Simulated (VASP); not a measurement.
Crystal: GdAg.

```
CELL_PARAMETERS angstrom
3.65300 0.00000 0.00000
0.00000 3.65300 0.00000
0.00000 0.00000 3.65300
ATOMIC_POSITIONS crystal
Gd 0.50000 0.50000 0.50000
Ag 0.00000 0.00000 0.00000
```

Base run:

* Program: VASP 6.6.1
* Functional: r2SCAN
* Potentials or basis: VASP PAW PBE potentials, release 64 (Gd, Ag)
* Cutoff: 520 eV
* k mesh: 8 × 8 × 8
* Occupations: fermi-dirac, width 0.15 eV
* Spin: collinear spin, ferromagnetic start
* Starting moments: [4.9, 0.0] μB

Its results: pressure 0.1 GPa; net moment 7.49 μB per cell; site moments Gd +6.93; Ag +0.01 μB.

Question: The run is repeated on the same cell with these changes: k mesh from 8 × 8 × 8 to 2 × 2 × 2. What comes out?

Answer: Pressure -3.6 GPa; net moment 7.70 μB per cell; site moments Gd +7.07; Ag -0.02 μB.

Caveats: some runs use coarse meshes; the PAW data sets were made with another functional, which shifts forces and pressure a little.
